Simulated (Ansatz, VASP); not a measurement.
**Two plane-wave programs on CdSe**

INCAR

```
SYSTEM = CdSe
PREC = Accurate
ENCUT = 520
EDIFF = 1E-6
ISMEAR = 0
SIGMA = 0.02
LREAL = .False.
LASPH = .True.
NELM = 80
ALGO = Normal
ISIF = 2
LWAVE = .False.
LCHARG = .True.
GGA = PE
LELF = .True.
LVHAR = .True.
NBANDS = 26
```

The input KPOINTS:

```
regular mesh
0
Gamma
  9 9 4
  0 0 0
```

File POSCAR:

```
CdSe
1.0
    4.2984999142      0.0000000000      0.0000000000
   -2.1492499571      3.7226101239      0.0000000000
    0.0000000000      0.0000000000      7.0152000000
Cd Se
2 2
Direct
    0.6666666667      0.3333333333      0.0000000000
    0.3287347412      0.6898063448      0.4855684799
    0.6666666667      0.3333333333      0.3750000000
    0.3333333333      0.6666666667      0.8750000000
```

Input for Ansatz:

```yaml
crystal:
  lattice:
    - [4.2984999142, 0.0, 0.0]
    - [-2.1492499571, 3.7226101239, 0.0]
    - [0.0, 0.0, 7.0152]
  atoms:
    - { symbol: Cd, position: [0.6666666667, 0.3333333333, 0.0] }
    - { symbol: Cd, position: [0.3287347412, 0.6898063448, 0.4855684799] }
    - { symbol: Se, position: [0.6666666667, 0.3333333333, 0.375] }
    - { symbol: Se, position: [0.3333333333, 0.6666666667, 0.875] }
basis:
  ecutwfc: 420
kpoints:
  mp_grid: { grid: [9, 9, 4] }
hamiltonian:
  xc: pbe
scf:
  occupations: { method: gaussian, width: 0.02 }
output:
  forces: true
  stress: true
  eigenvalues: true
```

Change from the starting cell: one atom moved.

Alike in both runs: task single point; functional PBE; k mesh 9 × 9 × 4; occupations gaussian, width 0.02 eV; no spin polarisation.

|  | VASP | Ansatz |
| --- | --- | --- |
| version | VASP 6.6.1 | Ansatz 0.2.0 |
| potentials or method | VASP PAW PBE potentials, release 64 (Cd, Se), cutoff 520 eV | scalar-relativistic, plane waves, PAW |
| valence electrons in the cell | 36 | 72 |

Ansatz gave:

- gap on the k mesh at the Fermi level (eV): 0.66
- least direct gap on the mesh (eV): 0.66
- pressure (GPa): 3.2
- traceless stress, the component that is largest in VASP (GPa): 1.40
- rms of the force components (eV/Å): 0.324

**Question.** Estimate VASP's values.

**Answer.** gap on the k mesh at the Fermi level (eV): 0.66; least direct gap on the mesh (eV): 0.66; pressure (GPa): 3.6; traceless stress, the component that is largest in VASP (GPa): 1.46; rms of the force components (eV/Å): 0.334.

Atom by atom the forces differ by 0.010 eV/Å (rms over components). With one functional, cell and mesh, what is left measures potentials, basis and numerics. VASP's potentials hold 36 valence electrons a cell and Ansatz's 72, so a difference there can come from the potentials and not from the codes.
